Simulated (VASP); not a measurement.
# TiAl (P-6m2) in VASP: a series of runs

TiAl is run at these levels: PBEsol+D4, PBEsol; tasks: relaxation of cell and atoms, single point.

All numbers are computed with VASP 6.6.1; they aren't measurements. Logs are shortened: lines on timing, memory, paths and dates and some standing lists are left out, and cuts for length are marked.

**1. The cell of the first run**

It takes space group P-6m2 (No. 187, hexagonal). The conventional cell has a = 2.867 Å, b = 2.867 Å, c = 4.678 Å, α = 90.00°, β = 90.00°, γ = 120.00°. Within 3.8 Å of Ti (site symmetry -6m2) lie 6 Al at 2.87 Å and 6 Ti at 2.87 Å. Al (site symmetry -6m2) has 6 Ti at 2.87 Å and 6 Al at 2.87 Å within 3.8 Å.

**2. Relaxation of cell and atoms, PBEsol+D4**

Contents of INCAR:

```
SYSTEM = TiAl
PREC     = Accurate       ! precision mode
ENCUT    = 600            ! plane-wave cutoff, eV
EDIFF    = 1E-7           ! SCF threshold, eV
ISMEAR   = -1             ! smearing method
SIGMA    = 0.05           ! smearing width, eV
LREAL    = .FALSE.        ! projectors in reciprocal space
LASPH    = .TRUE.         ! aspherical terms in the spheres
NELM     = 100            ! most SCF steps
ALGO     = Fast           ! electronic algorithm
ISIF     = 3              ! what is computed and relaxed
LWAVE    = .FALSE.        ! write WAVECAR
LCHARG   = .FALSE.        ! write CHGCAR
GGA      = PS             ! functional
IVDW     = 13             ! dispersion correction
IBRION   = 2              ! ionic algorithm
NSW      = 60             ! ionic steps
EDIFFG   = -0.01          ! ionic threshold
```

Contents of KPOINTS:

```
Automatic mesh
0
G
  11 11 6
  0 0 0
```

Contents of POSCAR:

```
TiAl
1.0
    2.8672622327      0.0000000000      0.0000000000
   -1.4336311163      2.4831219328      0.0000000000
    0.0000000000      0.0000000000      4.6780830000
Ti Al
1 1
Direct
    0.0000000000      0.0000000000      0.0000000000
    0.3333333333      0.6666666667      0.5000000000
```

Potentials or basis: VASP PAW PBE potentials, release 64 (Ti_sv, Al).

On the command line:

```bash
$ cat potpaw_PBE.64/Ti_sv/POTCAR potpaw_PBE.64/Al/POTCAR > POTCAR
$ mpirun -np 1 vasp_std > vasp.out
```

OUTCAR:

```text
SYSTEM = TiAl
   PREC = Accurate
   ENCUT = 600
   EDIFF = 1E-7
   ISMEAR = -1
   LREAL = .FALSE.
   LASPH = .TRUE.
   NELM = 100
   ISIF = 3
   GGA = PS
   IVDW = 13
   IBRION = 2
   NSW = 60
   EDIFFG = -0.01

 ion  position               nearest neighbor table
   1  0.000  0.000  0.000-   2 2.87   2 2.87   2 2.87   2 2.87   2 2.87   2 2.87
   2  0.333  0.667  0.500-   1 2.87   1 2.87   1 2.87   1 2.87   1 2.87   1 2.87

  LATTYP: Found a hexagonal cell.
 ALAT       =     2.8672622327
 C/A-ratio  =     1.6315504549

  Lattice vectors:

 A1 = (   2.8672622327,   0.0000000000,   0.0000000000)
 A2 = (  -1.4336311163,   2.4831219328,   0.0000000000)
 A3 = (   0.0000000000,   0.0000000000,   4.6780830000)

Analysis of symmetry for initial positions (statically):
=====================================================================
 Subroutine PRICEL returns:
 Original cell was already a primitive cell.

 Routine SETGRP: Setting up the symmetry group for a
 hexagonal supercell.

 Subroutine GETGRP returns: Found 12 space group operations
 (whereof 12 operations were pure point group operations)
 out of a pool of 24 trial point group operations.

The static configuration has the point symmetry D_3h.

Analysis of symmetry for dynamics (positions and initial velocities):
=====================================================================
 Subroutine PRICEL returns:
 Original cell was already a primitive cell.

 Routine SETGRP: Setting up the symmetry group for a
 hexagonal supercell.

 Subroutine GETGRP returns: Found 12 space group operations
 (whereof 12 operations were pure point group operations)
 out of a pool of 24 trial point group operations.

The dynamic configuration has the point symmetry D_3h.

 Subroutine INISYM returns: Found 12 space group operations
 (whereof 12 operations are pure point group operations),
 and found     1 'primitive' translations

----------------------------------------------------------------------------------------

                                     Primitive cell

  volume of cell :      33.3068

  direct lattice vectors                    reciprocal lattice vectors
     2.867262233  0.000000000  0.000000000     0.348764751  0.201359423  0.000000000
    -1.433631116  2.483121933  0.000000000     0.000000000  0.402718846  0.000000000
     0.000000000  0.000000000  4.678083000     0.000000000  0.000000000  0.213762774

  length of vectors
     2.867262233  2.867262233  4.678083000     0.402718846  0.402718846  0.213762774

  position of ions in fractional coordinates (direct lattice)
     0.000000000  0.000000000  0.000000000
[... 74 lines left out ...]
   LSORBIT =      F    spin-orbit coupling
   LASPH  =      T    aspherical Exc in radial PAW
   ENCUT  =  600.0 eV  44.10 Ry    6.64 a.u.   5.73  5.73  9.34*2*pi/ulx,y,z
   NELM   =    100;   NELMIN=  2; NELMDL= -5     # of ELM steps
   EDIFF  = 0.1E-06   stopping-criterion for ELM
   LREAL  =      F    real-space projection
   EDIFFG = -.1E-01   stopping-criterion for IOM
   NSW    =     60    number of steps for IOM
   IBRION =      2    ionic relax: 0-MD 1-quasi-New 2-CG
   NFREE  =      1    steps in history (QN), initial steepest desc. (CG)
   ISIF   =      3    stress and relaxation
   ISYM   =      2    0-nonsym 1-usesym 2-fastsym
   POTIM  = 0.5000    time-step for ionic-motion
   TEBEG  =    0.0;   TEEND  =   0.0 temperature during run
   PSTRESS=    0.0 pullay stress
   NELECT =      15.0000    total number of electrons
   NUPDOWN=      -1.0000    fix difference up-down
   EMIN   =  10.00;   EMAX   =-10.00  energy-range for DOS
   EFERMI =   0.00;   METHOD = LEGACY
   ISMEAR =    -1;   SIGMA  =   0.05  broadening in eV -4-tet -1-fermi 0-gaus
   EFERMI_NEDOS =   21; number of points for ismear=-14 and -15
   IALGO  =     68    algorithm
   IMIX   =      4    mixing-type and parameters
     AMIX     =   0.40;   BMIX     =  1.00
     AMIX_MAG =   1.60;   BMIX_MAG =  1.00
  volume/ion in A,a.u.               =      16.65       112.38
  Fermi-wavevector in a.u.,A,eV,Ry     =   1.254857  2.371335 21.424622  1.574665
  Thomas-Fermi vector in A             =   2.388641
   LORBIT       =      0    0 simple, 1 ext, 2 COOP (PROOUT), +10 PAW based schemes
   GGA     = PS    functional components
   LHFCALC =     F    Hartree Fock is set to
   AEXX    =    0.0000 exact exchange contribution
   IVDW    =    13    specifies the selected vdW correction
   LEPSILON=     F    determine dielectric tensor
   LRPA    =     F    only Hartree local field effects (RPA)
 conjugate gradient relaxation of ions
 non-spin polarized calculation
 RMM-DIIS sequential band-by-band and
  energy-cutoff  :      600.00
  volume of cell :       33.31
 maximum number of plane-waves:      1122
 NGX is ok and might be reduce to    24
   NGX = 11   NGY = 11   NGZ = 19

--------------------------------------- Ionic step        1  -------------------------------------------

 number of electron      14.9999999 magnetization

 Free energy of the ion-electron system (eV)
  ---------------------------------------------------
  ext. energy  EPLUGINS =         0.00000000
  ---------------------------------------------------
  free energy    TOTEN  =       -12.93160301 eV

  energy without entropy =      -12.90791557  energy(sigma->0) =      -12.91975929

------------------------ aborting loop because EDIFF is reached ----------------------------------------

  DFT-D4 for vdW energy calculation

  Edisp (eV):   -0.31938
[... 71 lines left out ...]
--------------------------------------- Ionic step        3  -------------------------------------------

 number of electron      15.0000004 magnetization

 Free energy of the ion-electron system (eV)
  ---------------------------------------------------
  ext. energy  EPLUGINS =         0.00000000
  ---------------------------------------------------
  free energy    TOTEN  =       -12.93790724 eV

  energy without entropy =      -12.91486871  energy(sigma->0) =      -12.92638798

 E-fermi :   8.1623     XC(G=0): -11.2059

 val. band max:        8.1452524013   @ k =   0.4545   0.0000   0.3333
 cond. band min:       8.1666784420   @ k =   0.3636   0.2727   0.3333
 fundamental gap:      0.0214260408
 Fermi energy:         8.1622908616

 k-point     1 :       0.0000    0.0000    0.0000
  band No.  band energies     occupation
      1     -48.0245      2.00000
      2     -24.4543      2.00000
      3     -23.9919      2.00000
      4     -23.9919      2.00000
      5      -0.9136      2.00000
      6       5.8492      2.00000
      7       6.3876      2.00000
      8       9.4993      0.00000
      9       9.4993      0.00000
     10      11.0601      0.00000
     11      11.0612      0.00000
[... 309 lines left out ...]
 k-point    24 :       0.1818    0.0909    0.1667
  band No.  band energies     occupation
      1     -47.9722      2.00000
      2     -24.4043      2.00000
      3     -24.2939      2.00000
      4     -24.0745      2.00000
      5       0.6767      2.00000
      6       5.7784      2.00000
      7       7.6169      1.99996
      8       8.4699      0.00425
      9      10.5064      0.00000
     10      10.6609      0.00000
     11      10.7886      0.00000

 [... further k-points ...]

------------------------ aborting loop because EDIFF is reached ----------------------------------------

  DFT-D4 for vdW energy calculation

  Edisp (eV):   -0.33213
[... 25 lines left out ...]
  FREE ENERGIE OF THE ION-ELECTRON SYSTEM (eV)
  ---------------------------------------------------
  free  energy   TOTEN  =       -13.2700392894 eV

  energy  without entropy=      -13.2470007639  energy(sigma->0) =      -13.25852003

 reached required accuracy - stopping structural energy minimisation
```

OSZICAR:

```text
N       E                     dE             d eps       ncg     rms          rms(c)
DAV:   1     0.930572883406E+02    0.93057E+02   -0.80796E+03  1408   0.152E+03
DAV:   2    -0.814203151516E+01   -0.10120E+03   -0.98595E+02  1450   0.345E+02
DAV:   3    -0.143228044840E+02   -0.61808E+01   -0.58993E+01  2145   0.825E+01
[... 101 lines left out ...]
RMM:  27    -0.129379067997E+02   -0.20489E-06   -0.22300E-06  1090   0.869E-03    0.351E-03
RMM:  28    -0.129379069669E+02   -0.16718E-06   -0.18664E-06  1042   0.780E-03    0.375E-03
RMM:  29    -0.129379070796E+02   -0.11274E-06   -0.13108E-06  1063   0.705E-03    0.381E-03
RMM:  30    -0.129379071732E+02   -0.93590E-07   -0.10975E-06  1011   0.637E-03    0.390E-03
RMM:  31    -0.129379072379E+02   -0.64735E-07   -0.80859E-07  1010   0.587E-03
   3 F= -.13270039E+02 E0= -.13258520E+02  d E =-.190530E-01
```

It took 82 s on 1 thread of Intel Xeon 6975P-C (Granite Rapids), shared host; peak memory 0.18 GiB.

Results:

- Free energy: -13.2700 eV
- Relaxed volume: 15.99 Å³/atom
- Relaxed cell: a = 2.834 Å, b = 2.834 Å, c = 4.600 Å, α = 90.00°, β = 90.00°, γ = 120.00°
- Space group after relaxing (to 0.05 Å): P-6m2 (No. 187)
- Energy gained by relaxing: 9.5 meV/atom
- Ionic steps: 3
- Pressure after relaxing: 0.0 GPa
- Dispersion energy per atom: -0.166 eV

Stress tensor (GPa, compression positive):
```
 0.09  0.00  0.00
 0.00  0.09  0.00
 0.00  0.00 -0.04
```

The path:
```
step  energy change (eV)  largest force (eV/Å)  pressure (GPa)  volume (Å³)
   1              0.0000                0.0000           -4.33        33.31
   2             -0.0111                0.0000            3.12        31.18
   3             -0.0191                0.0000            0.05        31.99
```

Final structure:
```xyz
2
Lattice="2.8338 0.0000 0.0000 -1.4169 2.4542 0.0000 0.0000 0.0000 4.5997" Properties=species:S:1:pos:R:3 pbc="T T T"
Ti    0.0000    0.0000    4.5997
Al    0.0000    1.6361    2.2999
```

Caveat: the PAW data sets were made with another functional, which shifts forces and pressure a little; pairwise dispersion overbinds metals, which lowers pressure and volume.

**3. Relaxation of cell and atoms, PBEsol, target pressure 2 GPa, at which the enthalpy is minimised**

Contents of INCAR:

```
PREC = Accurate
ENCUT = 600
EDIFF = 1E-6
ISMEAR = -1
SIGMA = 0.05
LREAL = False
LASPH = True
NELM = 80
ALGO = Fast
ISIF = 3
LWAVE = False
LCHARG = False
GGA = PS
IBRION = 2
NSW = 60
EDIFFG = -0.01
PSTRESS = 20.0
```

Contents of KPOINTS:

```
Automatic mesh
0
Gamma
  11 11 6
```

POSCAR is that of step 2.

Potentials or basis: VASP PAW PBE potentials, release 64 (Ti_sv, Al).

On the command line:

```bash
$ cat potpaw_PBE.64/Ti_sv/POTCAR potpaw_PBE.64/Al/POTCAR > POTCAR
$ mpirun -np 1 vasp_std > vasp.out
```

Run time: 60 s. Hardware: 1 thread of Intel Xeon 6975P-C (Granite Rapids), shared host; peak memory 0.19 GiB.

The run converged. Its results:

```yaml
Free_energy: -12.9367 eV
Relaxed_volume: 15.94 Å³/atom
Relaxed_cell: a = 2.830 Å, b = 2.830 Å, c = 4.596 Å, α = 90.00°, β = 90.00°, γ = 120.00°
Space_group_after_relaxing_to_0.05_Å: P-6m2 (No. 187)
Energy_change_on_relaxing_the_enthalpy_is_what_falls: -2.6 meV/atom
Ionic_steps: 3
Pressure_after_relaxing: 2.0 GPa
```

Step by step:
```csv
step,energy change (eV),largest force (eV/Å),pressure (GPa),volume (Å³)
1,0.0000,0.0000,-2.83,33.31
2,0.0177,0.0000,5.78,30.95
3,-0.0051,0.0000,2.03,31.88
```

Final structure:
```yaml
crystal:
  lattice:
    - [2.83030, 0.00000, 0.00000]
    - [-1.41515, 2.45111, 0.00000]
    - [0.00000, 0.00000, 4.59597]
  atoms:
    - { symbol: Ti, position: [0.00000, 0.00000, 0.00000] }
    - { symbol: Al, position: [0.33333, 0.66667, 0.50000] }
```

Levels at points of the mesh, in eV from the Fermi level:
| k point | band 3 | band 4 | band 5 | band 6 | band 7 | band 8 | band 9 | band 10 | band 11 |
| --- | --- | --- | --- | --- | --- | --- | --- | --- | --- |
| (0.00, 0.00, 0.00) | -32.14 | -32.14 | -9.09 | -2.32 | -1.78 | 1.34 | 1.34 | 2.91 | 2.91 |
| (0.00, 0.00, 0.50) | -32.14 | -32.14 | -8.14 | -5.35 | -0.42 | 1.35 | 1.35 | 2.83 | 2.83 |

Caveat: the cell is relaxed towards a set pressure, so the enthalpy falls and the energy may rise; the PAW data sets were made with another functional, which shifts forces and pressure a little.

(Continued in part 2 of 2.)
